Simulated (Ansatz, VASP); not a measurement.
## Co in VASP and in Ansatz

The input INCAR:

```
SYSTEM = Co
ALGO = Normal
EDIFF = 1E-6
ENCUT = 520
ISIF = 2
ISMEAR = -1
ISPIN = 2
LASPH = .True.
LCHARG = .False.
LMAXMIX = 4
LORBIT = 11
LREAL = .False.
LWAVE = .False.
MAGMOM = 2 2
NBANDS = 20
NELM = 150
PREC = Accurate
SIGMA = 0.03
```

The input KPOINTS:

```
k-points
0
Gamma
  17 17 9
  0 0 0
```

File POSCAR:

```
Co
1.0
    2.4300935040      0.0000000000      0.0000000000
   -1.2150467520      2.1045227081      0.0000000000
    0.0000000000      0.0000000000      3.9529759265
Co
2
Direct
    0.3333333333      0.6666666667      0.2500000000
    0.6666666667      0.3333333333      0.7500000000
```

Input for Ansatz:

```yaml
crystal:
  lattice:
    - [2.430093504, 0.0, 0.0]
    - [-1.215046752, 2.1045227081, 0.0]
    - [0.0, 0.0, 3.9529759265]
  atoms:
    - { symbol: Co, position: [0.3333333333, 0.6666666667, 0.25], spin: 2.0 }
    - { symbol: Co, position: [0.6666666667, 0.3333333333, 0.75], spin: 2.0 }
magnetization:
  spin_polarized: true
kpoints:
  mp_grid: { grid: [17, 17, 9] }
scf:
  occupations: { method: fermi_dirac, width: 0.03 }
hamiltonian:
  xc: lda
  pseudopotentials: { kind: all_electron, lapw: { basis_error: 0.001 } }
output:
  forces: true
  stress: true
  eigenvalues: true
```

Change from the starting cell: volume scaled by 0.95.

Alike in both runs: task single point; functional LDA; k mesh 17 × 17 × 9; occupations fermi-dirac, width 0.03 eV; collinear spin.

|  | VASP | Ansatz |
| --- | --- | --- |
| version | VASP 6.6.1 | Ansatz 0.2.0 |
| potentials or method | VASP PAW LDA potentials, release 64 (Co), cutoff 520 eV | all-electron LAPW, scalar-relativistic |

```tsv
	VASP	Ansatz	Ansatz less VASP
pressure (GPa)	-3.9	-2.8	+1.12
traceless stress, the component that is largest in VASP (GPa)	-1.88	-1.70	+0.178
net moment per atom (μB)	1.49	1.52	+0.036
size of the moment on the site where the two differ most (μB)	1.48	1.56	+0.076
```

LDA's correlation is that of Perdew and Zunger in VASP and of Perdew and Wang (1992) in Ansatz. Site moments also hang on the region over which each program counts them. Ansatz ran all-electron here, and VASP with PAW potentials.
